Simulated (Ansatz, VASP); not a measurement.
# One calculation of Au, two programs

```
Au
1.0
     2.71089    0.00000    0.00000
     0.00000    2.71089    0.00000
     0.00000    0.00000    2.71089
Au
1
Direct
  0.00000 0.00000 0.00000
```

Alike in both runs: task single point; functional PBE; k mesh 13 × 13 × 13; occupations fermi-dirac, width 0.1 eV; no spin polarisation.

|  | VASP | Ansatz |
| --- | --- | --- |
| version | VASP 6.6.1 | Ansatz 0.2.0 |
| potentials or method | VASP PAW PBE potentials, release 64 (Au), cutoff 520 eV | plane waves (420 eV) with PAW, scalar-relativistic |
| valence electrons in the cell | 11 | 19 |

|  | VASP | Ansatz | Ansatz less VASP |
| --- | --- | --- | --- |
| pressure (GPa) | 4.6 | 4.8 | +0.21 |

With one functional, cell and mesh, what is left measures potentials, basis and numerics. VASP's potentials hold 11 valence electrons a cell and Ansatz's 19, so a difference there can come from the potentials and not from the codes.

Spin-orbit coupling is off throughout.
